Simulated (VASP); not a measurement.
Write the native input for VASP 6.6.1 that does the following.

| Property | Result |
| --- | --- |
| Task | single point |
| Functional | LDA |
| Potentials or basis | VASP PAW LDA potentials, release 64 (Mg, B) |
| Cutoff | 600 eV |
| k mesh | 15 × 15 × 12 |
| Occupations | gaussian, width 0.1 eV |
| Spin | no spin polarisation |
| Dipole correction | no |
| Further INCAR settings | ALGO = Normal; EDIFF = 1e-06; NBANDS = 11 |

The structure of MgB2 (lda) lies in POSCAR:

```
MgB2
1.0
    3.0574584681      0.0000000000      0.0000000000
   -1.5287292341      2.6478367044      0.0000000000
    0.0000000000      0.0000000000      3.5099622715
Mg B
1 2
Direct
    0.0000000000      0.0000000000      0.0000000000
    0.3333333333      0.6666666667      0.5000000000
    0.6666666667      0.3333333333      0.5000000000
```

This cell differs from its parent crystal: volume scaled by 1.03, then relaxed in part.

The input as run:

INCAR

```
SYSTEM = MgB2
ALGO = Normal
EDIFF = 1E-6
ENCUT = 600
GGA_COMPAT = .FALSE.
ISIF = 2
ISMEAR = 0
LASPH = .TRUE.
LCHARG = .FALSE.
LREAL = .FALSE.
LWAVE = .FALSE.
NBANDS = 11
NELM = 120
PREC = Accurate
SIGMA = 0.1
```

KPOINTS

```
k-points
0
G
  15 15 12
  0 0 0
```

Potentials or basis: VASP PAW LDA potentials, release 64 (Mg, B).

Run with:

```sh
$ cat potpaw_LDA.64/Mg/POTCAR potpaw_LDA.64/B/POTCAR > POTCAR
$ mpirun -np 1 vasp_std > vasp.out
```

Results of the run:

The pressure is -4.9 GPa. The band gap on the k mesh is zero (band 4 reaches 7.16 eV, above the bottom of band 5 at 3.34 eV).

Wall time 30 s on 1 thread of Intel Xeon 6455B (shared host), peak memory 0.19 GiB.
